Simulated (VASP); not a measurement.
# AlCo (CsCl type) (Pm-3m) in VASP: further runs

The runs below take AlCo (CsCl type) through single point, with HSE06, PBE.

Everything below comes from runs of VASP 6.6.1. Logs are shortened: lines on timing, memory, paths and dates and some standing lists are left out, and cuts for length are marked.

## Step 1: The cell of the first run

It takes space group Pm-3m (No. 221, cubic). The conventional cell has a = 2.772 Å, b = 2.772 Å, c = 2.772 Å, α = 90.00°, β = 90.00°, γ = 90.00°. Co (site symmetry m-3m) has 8 Al at 2.40 Å and 6 Co at 2.77 Å within 3.2 Å. Within 3.2 Å of Al (site symmetry m-3m) lie 8 Co at 2.40 Å and 6 Al at 2.77 Å.

## Step 2: Single point, HSE06

POSCAR

```
AlCo
1.0
    2.7718781547      0.0000000000      0.0000000000
    0.0000000000      2.7718781547      0.0000000000
    0.0000000000      0.0000000000      2.7718781547
Co Al
1 1
Direct
    0.0000000000      0.0000000000      0.0000000000
    0.5000000000      0.5000000000      0.5000000000
```

INCAR.step1

```
PREC = Accurate ; ENCUT = 510
EDIFF = 1E-5 ; ISMEAR = -1
SIGMA = 0.1 ; LREAL = False
LASPH = True ; NELM = 120
ALGO = Normal ; ISIF = 2
LWAVE = True ; LCHARG = False
NBANDS = 17 ; GGA = PE
GGA_COMPAT = False
```

INCAR.step2

```
PREC = Accurate ; ENCUT = 510
EDIFF = 1E-6 ; ISMEAR = -1
SIGMA = 0.1 ; LREAL = False
LASPH = True ; NELM = 120
ALGO = Normal ; ISIF = 2
LWAVE = False ; LCHARG = False
GGA = PE ; LHFCALC = True
HFSCREEN = 0.2079 ; PRECFOCK = Normal
NBANDS = 17 ; ISTART = 1
GGA_COMPAT = False
```

KPOINTS

```
regular mesh
0
Gamma
  4 4 4
```

Potentials or basis: VASP PAW PBE potentials, release 64 (Co_sv, Al).

Command:

```sh
$ cat potpaw_PBE.64/Co_sv/POTCAR potpaw_PBE.64/Al/POTCAR > POTCAR
$ cp INCAR.step1 INCAR
$ mpirun -np 1 vasp_std > vasp.out
$ cp INCAR.step2 INCAR
$ mpirun -np 1 vasp_std > vasp.out
```

OUTCAR:

```text
PREC = Accurate
   ENCUT = 510
   EDIFF = 1E-6
   ISMEAR = -1
   LREAL = False
   LASPH = True
   NELM = 120
   ISIF = 2
   GGA = PE
   LHFCALC = True
   HFSCREEN = 0.2079
   PRECFOCK = Normal
   ISTART = 1

 ion  position               nearest neighbor table
   1  0.000  0.000  0.000-   2 2.40   2 2.40   2 2.40   2 2.40   2 2.40   2 2.40   2 2.40   2 2.40

   2  0.500  0.500  0.500-   1 2.40   1 2.40   1 2.40   1 2.40   1 2.40   1 2.40   1 2.40   1 2.40

  LATTYP: Found a simple cubic cell.
 ALAT       =     2.7718781547

  Lattice vectors:

 A1 = (   2.7718781547,   0.0000000000,   0.0000000000)
 A2 = (   0.0000000000,   2.7718781547,   0.0000000000)
 A3 = (   0.0000000000,   0.0000000000,   2.7718781547)

Analysis of symmetry for initial positions (statically):
=====================================================================
 Subroutine PRICEL returns:
 Original cell was already a primitive cell.

 Routine SETGRP: Setting up the symmetry group for a
 simple cubic supercell.

 Subroutine GETGRP returns: Found 48 space group operations
 (whereof 48 operations were pure point group operations)
 out of a pool of 48 trial point group operations.

The static configuration has the point symmetry O_h .

Analysis of symmetry for dynamics (positions and initial velocities):
=====================================================================
 Subroutine PRICEL returns:
 Original cell was already a primitive cell.

 Routine SETGRP: Setting up the symmetry group for a
 simple cubic supercell.

 Subroutine GETGRP returns: Found 48 space group operations
 (whereof 48 operations were pure point group operations)
 out of a pool of 48 trial point group operations.

The dynamic configuration has the point symmetry O_h .

 Subroutine INISYM returns: Found 48 space group operations
 (whereof 48 operations are pure point group operations),
 and found     1 'primitive' translations

----------------------------------------------------------------------------------------

                                     Primitive cell

  volume of cell :      21.2972

  direct lattice vectors                    reciprocal lattice vectors
     2.771878155  0.000000000  0.000000000     0.360766218  0.000000000  0.000000000
     0.000000000  2.771878155  0.000000000     0.000000000  0.360766218  0.000000000
     0.000000000  0.000000000  2.771878155     0.000000000  0.000000000  0.360766218

  length of vectors
     2.771878155  2.771878155  2.771878155     0.360766218  0.360766218  0.360766218

  position of ions in fractional coordinates (direct lattice)
     0.000000000  0.000000000  0.000000000
     0.500000000  0.500000000  0.500000000

  ion indices of the primitive-cell ions
   primitive index   ion index
                 1           1
                 2           2

----------------------------------------------------------------------------------------

 KPOINTS: regular mesh

Automatic generation of k-mesh.
 Grid dimensions read from file:
 generate k-points for:    4    4    4

 Generating k-lattice:

  Cartesian coordinates                     Fractional coordinates (reciprocal lattice)
     0.090191555  0.000000000  0.000000000     0.250000000  0.000000000  0.000000000
     0.000000000  0.090191555  0.000000000     0.000000000  0.250000000  0.000000000
     0.000000000  0.000000000  0.090191555     0.000000000  0.000000000  0.250000000

  Length of vectors
     0.090191555  0.090191555  0.090191555

  Shift w.r.t. Gamma in fractional coordinates (k-lattice)
     0.000000000  0.000000000  0.000000000

 Subroutine IBZKPT returns following result:
 ===========================================

 Found     10 irreducible k-points:

 Following reciprocal coordinates:
            Coordinates               Weight
  0.000000  0.000000  0.000000      1.000000
  0.250000  0.000000  0.000000      6.000000
  0.500000  0.000000  0.000000      3.000000
  0.250000  0.250000  0.000000     12.000000
  0.500000  0.250000  0.000000     12.000000
  0.500000  0.500000  0.000000      3.000000
  0.250000  0.250000  0.250000      8.000000
  0.500000  0.250000  0.250000     12.000000
  0.500000  0.500000  0.250000      6.000000
  0.500000  0.500000  0.500000      1.000000
   k-points           NKPTS =     10   k-points in BZ     NKDIM =     64   number of bands    NBANDS=     17
   number of dos      NEDOS =    301   number of ions     NIONS =      2
   total plane-waves  NPLWV =   8000
   dimension x,y,z NGX =    20 NGY =   20 NGZ =   20
   dimension x,y,z NGXF=    40 NGYF=   40 NGZF=   40
   ions per type =               1   1
   NGX,Y,Z   is equivalent  to a cutoff of  12.00, 12.00, 12.00 a.u.
   NGXF,Y,Z  is equivalent  to a cutoff of  23.99, 23.99, 23.99 a.u.
 SYSTEM =  unknown system
   PREC   = accura    normal or accurate (medium, high low for compatibility)
   ISTART =      1    job   : 0-new  1-cont  2-samecut
   ICHARG =      0    charge: 1-file 2-atom 10-const
   ISPIN  =      1    spin polarized calculation?
   LNONCOLLINEAR =      F non collinear calculations
   LSORBIT =      F    spin-orbit coupling
   LASPH  =      T    aspherical Exc in radial PAW
   ENCUT  =  510.0 eV  37.48 Ry    6.12 a.u.   5.10  5.10  5.10*2*pi/ulx,y,z
   NELM   =    120;   NELMIN=  2; NELMDL=  0     # of ELM steps
   EDIFF  = 0.1E-05   stopping-criterion for ELM
   LREAL  =      F    real-space projection
   EDIFFG = 0.1E-04   stopping-criterion for IOM
   NSW    =      0    number of steps for IOM
   IBRION =     -1    ionic relax: 0-MD 1-quasi-New 2-CG
   NFREE  =      0    steps in history (QN), initial steepest desc. (CG)
   ISIF   =      2    stress and relaxation
   ISYM   =      3    0-nonsym 1-usesym 2-fastsym
   POTIM  = 0.5000    time-step for ionic-motion
   TEBEG  =    0.0;   TEEND  =   0.0 temperature during run
   PSTRESS=    0.0 pullay stress
   NELECT =      20.0000    total number of electrons
   NUPDOWN=      -1.0000    fix difference up-down
   EMIN   =  10.00;   EMAX   =-10.00  energy-range for DOS
   EFERMI =   0.00;   METHOD = LEGACY
   ISMEAR =    -1;   SIGMA  =   0.10  broadening in eV -4-tet -1-fermi 0-gaus
   EFERMI_NEDOS =   21; number of points for ismear=-14 and -15
   IALGO  =     38    algorithm
   IMIX   =      1    mixing-type and parameters
     AMIX     =   0.40;   BMIX     =  1.00
     AMIX_MAG =   1.60;   BMIX_MAG =  1.00
  volume/ion in A,a.u.               =      10.65        71.86
  Fermi-wavevector in a.u.,A,eV,Ry     =   1.603162  3.029537 34.968712  2.570128
  Thomas-Fermi vector in A             =   2.699868
   LORBIT       =      0    0 simple, 1 ext, 2 COOP (PROOUT), +10 PAW based schemes
   GGA     = PE    functional components
   LHFCALC =     T    Hartree Fock is set to
   PRECFOCK=normal    Normal, Fast or Accurate (Low or Medium for compatibility)
   ENCUT4O =  -1.0   cutoff for four orbital integrals eV
   NKREDX  =     1    reduce k-point grid by
   NKREDY  =     1    reduce k-point grid by
   NKREDZ  =     1    reduce k-point grid by
   AEXX    =    0.2500 exact exchange contribution
   HFSCREEN=    0.2079 screening length (either q_TF or 0.3 A-1)
   HFSCREENC=   0.2079 screening length for correlation (either q_TF or 0.3 A-1)
   ENCUTFOCK=  -1.0 apply spherical cutoff to Coloumb kernel
   IVDW    =     0    specifies the selected vdW correction
   LEPSILON=     F    determine dielectric tensor
   LRPA    =     F    only Hartree local field effects (RPA)
 non-spin polarized calculation
  energy-cutoff  :      510.00
  volume of cell :       21.30
 maximum number of plane-waves:       587
  NGX = 16; NGY = 16; NGZ = 16

 number of electron      19.9999949 magnetization

 Free energy of the ion-electron system (eV)
  ---------------------------------------------------
  ext. energy  EPLUGINS =         0.00000000
  ---------------------------------------------------
  free energy    TOTEN  =       -14.14327029 eV

  energy without entropy =      -14.11651164  energy(sigma->0) =      -14.12989097

 E-fermi :  12.4162     XC(G=0): -10.5158

 val. band max:       12.0751140125   @ k =   0.5000   0.5000   0.2500
 cond. band min:      12.4519585311   @ k =   0.5000   0.5000   0.5000
 fundamental gap:      0.3768445187
 Fermi energy:        12.4162194580

 k-point     1 :       0.0000    0.0000    0.0000
  band No.  band energies     occupation
      1     -88.4861      2.00000
      2     -50.1260      2.00000
      3     -50.1260      2.00000
      4     -50.1260      2.00000
      5      -0.6878      2.00000
      6       8.3260      2.00000
[... 9 lines left out ...]
     16      30.6967      0.00000
     17      36.7154      0.00000

 k-point     2 :       0.2500    0.0000    0.0000
  band No.  band energies     occupation
      1     -88.4831      2.00000
      2     -50.1644      2.00000
      3     -50.1229      2.00000
      4     -50.1229      2.00000
      5       0.6877      2.00000
      6       7.9154      2.00000
[... 9 lines left out ...]
     16      30.9175      0.00000
     17      30.9175      0.00000

 k-point     3 :       0.5000    0.0000    0.0000
  band No.  band energies     occupation
      1     -88.4802      2.00000
      2     -50.2067      2.00000
      3     -50.1210      2.00000
      4     -50.1210      2.00000
      5       4.3621      2.00000
      6       4.4303      2.00000
[... 9 lines left out ...]
     16      26.1304      0.00000
     17      29.5904      0.00000

 k-point     4 :       0.2500    0.2500    0.0000
  band No.  band energies     occupation
      1     -88.4802      2.00000
      2     -50.1631      2.00000
      3     -50.1627      2.00000
      4     -50.1209      2.00000
      5       1.9766      2.00000
      6       7.9145      2.00000
[... 9 lines left out ...]
     16      31.0738      0.00000
     17      31.5393      0.00000
[... 63 lines left out ...]
      1     -88.4743      2.00000
      2     -50.2030      2.00000
      3     -50.1602      2.00000
      4     -50.1593      2.00000
      5       5.3782      2.00000
      6       6.6418      2.00000
[... 9 lines left out ...]
     16      27.3449      0.00000
     17      32.1713      0.00000

 k-point     9 :       0.5000    0.5000    0.2500
  band No.  band energies     occupation
      1     -88.4713      2.00000
      2     -50.2011      2.00000
      3     -50.2011      2.00000
      4     -50.1576      2.00000
      5       5.8925      2.00000
      6       7.2052      2.00000
[... 9 lines left out ...]
     16      22.8921      0.00000
     17      27.8220      0.00000

 k-point    10 :       0.5000    0.5000    0.5000
  band No.  band energies     occupation
      1     -88.4683      2.00000
      2     -50.1999      2.00000
      3     -50.1999      2.00000
      4     -50.1999      2.00000
      5       6.5443      2.00000
      6       6.5443      2.00000
[... 9 lines left out ...]
     16      18.5520      0.00000
     17      23.8508      0.00000

------------------------ aborting loop because EDIFF is reached ----------------------------------------

  FORCE on cell =-STRESS in cart. coord.  units (eV):
  Direction    XX          YY          ZZ          XY          YZ          ZX
  --------------------------------------------------------------------------------------
  -------------------------------------------------------------------------------------
  Total        1.2561639      1.2561639      1.2561639     -0.0000000     -0.0000000      0.0000000
  in kB       94.5005853     94.5005853     94.5005853     -0.0000000     -0.0000000      0.0000000
  external PRESSURE =      94.5005853 kB  Pullay stress =       0.0000000 kB

 VOLUME and BASIS-vectors are now :
 -----------------------------------------------------------------------------
  energy-cutoff  :      510.00
  volume of cell :       21.30
      direct lattice vectors                 reciprocal lattice vectors
     2.771878155  0.000000000  0.000000000     0.360766218  0.000000000  0.000000000
     0.000000000  2.771878155  0.000000000     0.000000000  0.360766218  0.000000000
     0.000000000  0.000000000  2.771878155     0.000000000  0.000000000  0.360766218

 POSITION                                       TOTAL-FORCE (eV/Angst)
 -----------------------------------------------------------------------------------
      0.00000      0.00000      0.00000         0.000000      0.000000      0.000000
      1.38594      1.38594      1.38594         0.000000      0.000000      0.000000
 -----------------------------------------------------------------------------------
    total drift:                                0.000000      0.000000      0.000001

  FREE ENERGIE OF THE ION-ELECTRON SYSTEM (eV)
  ---------------------------------------------------
  free  energy   TOTEN  =       -14.1432702910 eV

  energy  without entropy=      -14.1165116434  energy(sigma->0) =      -14.12989097
```

It took 2.4 min on 1 thread of Intel Xeon Platinum 8488C (Sapphire Rapids), shared host; peak memory 0.23 GiB.

What came out:

```yaml
Free_energy: -14.1433 eV
Pressure: 9.5 GPa
Band_gap_on_the_k_mesh: zero (bands 10 and 11 overlap by 2.55 eV)
```

Levels at points of the mesh, in eV from the Fermi level:
```tsv
k point	band 7	band 8	band 9	band 10	band 11	band 12	band 13	band 14
(0.00, 0.00, 0.00)	-4.09	-2.52	-2.52	-2.52	7.22	7.22	7.22	10.35
(0.50, 0.00, 0.00)	-3.52	-3.52	-3.35	-2.41	0.82	9.41	12.22	12.22
(0.50, 0.50, 0.00)	-3.33	-3.33	-3.31	-3.31	0.12	3.57	4.08	14.93
(0.50, 0.50, 0.50)	-5.87	0.04	0.04	2.63	2.63	2.63	5.69	6.14
```

Caveat: the k points lie up to 0.57 Å⁻¹ apart, too coarse for converged energies and pressures of a metal; the PAW data sets were made with another functional, which shifts forces and pressure a little; the run has no spin polarisation, though such a crystal can be magnetic. Spin polarisation is off, so any magnetic state and its effect on volume and gap are missing.

## Step 3: Single point, PBE

This run uses another cell than the first one, of 11.57 Å³/atom.

INCAR

```
SYSTEM = AlCo
PREC = Accurate
ENCUT = 690
EDIFF = 1E-6
ISMEAR = -1
SIGMA = 0.1
LREAL = .False.
LASPH = .True.
NELM = 120
ALGO = Normal
ISIF = 2
LWAVE = .False.
LCHARG = .False.
GGA = PE
NBANDS = 17
GGA_COMPAT = .False.
```

KPOINTS

```
regular mesh
0
Gamma
  8 8 8
  0 0 0
```

POSCAR

```
AlCo
1.0
    2.8500000000      0.0000000000      0.0000000000
    0.0000000000      2.8500000000      0.0000000000
    0.0000000000      0.0000000000      2.8500000000
Co Al
1 1
Direct
    0.0000000000      0.0000000000      0.0000000000
    0.5000000000      0.5000000000      0.5000000000
```

Potentials or basis: VASP PAW PBE potentials, release 64 (Co_sv, Al).

Command:

```sh
$ cat potpaw_PBE.64/Co_sv/POTCAR potpaw_PBE.64/Al/POTCAR > POTCAR
$ mpirun -np 1 vasp_std > vasp.out
```

OUTCAR:

```text
SYSTEM = AlCo
   PREC = Accurate
   ENCUT = 690
   EDIFF = 1E-6
   ISMEAR = -1
   LREAL = .False.
   LASPH = .True.
   NELM = 120
   ISIF = 2
   GGA = PE

 ion  position               nearest neighbor table
   1  0.000  0.000  0.000-   2 2.47   2 2.47   2 2.47   2 2.47   2 2.47   2 2.47   2 2.47   2 2.47

   2  0.500  0.500  0.500-   1 2.47   1 2.47   1 2.47   1 2.47   1 2.47   1 2.47   1 2.47   1 2.47

  LATTYP: Found a simple cubic cell.
 ALAT       =     2.8500000000

  Lattice vectors:

 A1 = (   2.8500000000,   0.0000000000,   0.0000000000)
 A2 = (   0.0000000000,   2.8500000000,   0.0000000000)
 A3 = (   0.0000000000,   0.0000000000,   2.8500000000)

Analysis of symmetry for initial positions (statically):
=====================================================================
 Subroutine PRICEL returns:
 Original cell was already a primitive cell.

 Routine SETGRP: Setting up the symmetry group for a
 simple cubic supercell.

 Subroutine GETGRP returns: Found 48 space group operations
 (whereof 48 operations were pure point group operations)
[... 159 lines left out ...]
  free energy    TOTEN  =       -12.06567401 eV

  energy without entropy =      -12.03135030  energy(sigma->0) =      -12.04851215

 E-fermi :  11.3630     XC(G=0): -12.4943

 val. band max:       11.3473112340   @ k =   0.5000   0.3750   0.0000
 cond. band min:      11.4360753296   @ k =   0.5000   0.3750   0.1250
 fundamental gap:      0.0887640956
 Fermi energy:        11.3630302419

 k-point     1 :       0.0000    0.0000    0.0000
  band No.  band energies     occupation
      1     -83.3614      2.00000
      2     -46.6481      2.00000
      3     -46.6481      2.00000
      4     -46.6481      2.00000
      5       0.2956      2.00000
      6       8.4260      2.00000
[... 457 lines left out ...]
      4     -46.6477      2.00000
      5       5.9719      2.00000
      6       7.3136      2.00000
[... 9 lines left out ...]
     16      24.8289      0.00000
     17      28.8564      0.00000

 [... further k-points ...]

------------------------ aborting loop because EDIFF is reached ----------------------------------------

  FORCE on cell =-STRESS in cart. coord.  units (eV):
  Direction    XX          YY          ZZ          XY          YZ          ZX
  --------------------------------------------------------------------------------------
  -------------------------------------------------------------------------------------
  Total       -0.0181936     -0.0181936     -0.0181936     -0.0000000     -0.0000000      0.0000000
  in kB       -1.2591977     -1.2591977     -1.2591977     -0.0000000     -0.0000000      0.0000000
  external PRESSURE =      -1.2591977 kB  Pullay stress =       0.0000000 kB

 VOLUME and BASIS-vectors are now :
 -----------------------------------------------------------------------------
  energy-cutoff  :      690.00
  volume of cell :       23.15
      direct lattice vectors                 reciprocal lattice vectors
     2.850000000  0.000000000  0.000000000     0.350877193  0.000000000  0.000000000
     0.000000000  2.850000000  0.000000000     0.000000000  0.350877193  0.000000000
     0.000000000  0.000000000  2.850000000     0.000000000  0.000000000  0.350877193

 POSITION                                       TOTAL-FORCE (eV/Angst)
 -----------------------------------------------------------------------------------
      0.00000      0.00000      0.00000         0.000000      0.000000      0.000000
      1.42500      1.42500      1.42500         0.000000      0.000000      0.000000
 -----------------------------------------------------------------------------------
    total drift:                                0.000000      0.000000      0.000000

  FREE ENERGIE OF THE ION-ELECTRON SYSTEM (eV)
  ---------------------------------------------------
  free  energy   TOTEN  =       -12.0656740055 eV

  energy  without entropy=      -12.0313503023  energy(sigma->0) =      -12.04851215
```

stdout:

```text
POSCAR found type information on POSCAR CoAl
 POSCAR found :  2 types and       2 ions
 scaLAPACK will be used
 LDA part: xc-table for (Slater+PW92), standard interpolation
 POSCAR, INCAR and KPOINTS ok, starting setup
 FFT: planning ... GRIDC
 FFT: planning ... GRID_SOFT
 FFT: planning ... GRID
 WAVECAR not read
 entering main loop
```

It took 18 s on 1 thread of AMD EPYC 7R43 (Zen 3), shared host; peak memory 0.11 GiB.

What came out:

| Quantity | Value |
| --- | --- |
| Free energy | -12.0657 eV |
| Pressure | -0.1 GPa |
| Band gap on the k mesh | zero (bands 10 and 11 overlap by 2.58 eV) |

Levels at points of the mesh, in eV from the Fermi level:
```tsv
k point	band 8	band 9	band 10	band 11	band 12	band 13
(0.00, 0.00, 0.00)	-0.80	-0.80	-0.80	5.97	5.97	5.97
(0.50, 0.00, 0.00)	-1.68	-1.68	-0.69	0.22	8.41	10.61
(0.50, 0.50, 0.00)	-2.68	-1.47	-1.47	-0.20	2.44	3.50
(0.50, 0.50, 0.50)	-0.16	-0.16	2.38	2.38	2.38	4.13
```

Caveat: the run has no spin polarisation, though such a crystal can be magnetic.

[end of part 1 of 2]

The gap in the log of VASP goes by the Fermi energy; the results here count the filled bands.